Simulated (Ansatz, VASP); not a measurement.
Two plane-wave programs on SiC

INCAR

```
SYSTEM = SiC
PREC = Accurate
ENCUT = 600
EDIFF = 1E-7
ISMEAR = 0
SIGMA = 0.1
LREAL = .FALSE.
LASPH = .TRUE.
NELM = 60
ALGO = Normal
ISIF = 3
LWAVE = .FALSE.
LCHARG = .FALSE.
GGA = PE
IBRION = 2
NSW = 100
EDIFFG = -0.01
```

The input KPOINTS:

```
regular mesh
0
G
  24 24 24
  0 0 0
```

The input POSCAR:

```
SiC
1.0
    0.0000000000      2.0285923421      2.0285923421
    2.0285923421      0.0000000000      2.0285923421
    2.0285923421      2.0285923421      0.0000000000
Si C
1 1
Direct
    0.0000000000      0.0000000000      0.0000000000
    0.5000000000      0.5000000000      0.5000000000
```

Input for Ansatz:

```yaml
crystal:
  lattice:
    - [0.0, 2.0285923421, 2.0285923421]
    - [2.0285923421, 0.0, 2.0285923421]
    - [2.0285923421, 2.0285923421, 0.0]
  atoms:
    - { symbol: Si, position: [0.0, 0.0, 0.0] }
    - { symbol: C, position: [0.5, 0.5, 0.5] }
basis:
  ecutwfc: 420
kpoints:
  mp_grid: { grid: [24, 24, 24] }
hamiltonian:
  xc: pbe
scf:
  occupations: { method: gaussian, width: 0.1 }
output:
  forces: true
  stress: true
  eigenvalues: true
  write_density: true
  write_potential: true
  elf: true
  volumetric_format: npy
relax:
  adjacent_minimum: "off"
  f_tol: 0.01
  max_steps: 80
  cell: { stress_tol: 0.05 }
```

Alike in both runs: task relaxation of cell and atoms; functional PBE; k mesh 24 × 24 × 24; occupations gaussian, width 0.1 eV; no spin polarisation.

```csv
,VASP,Ansatz
version,VASP 6.6.1,Ansatz 0.2.0
potentials or method,"VASP PAW PBE potentials, release 64 (Si, C), cutoff 600 eV","scalar-relativistic, plane waves, PAW"
valence electrons in the cell,8,8
```

```tsv
	VASP	Ansatz	Ansatz less VASP
gap on the k mesh at the Fermi level, each at its own relaxed structure (eV)	none	none	-
relaxed volume (Å³/atom)	8.35	8.35	0.000
relaxed length of the cell vector where the two differ most in proportion (Å)	2.869	2.869	0.0000
```

A gap of «none» marks a metal or a gap that the smearing closes.

Noted on VASP's run: the relaxation stopped at its first step, so nothing moved.
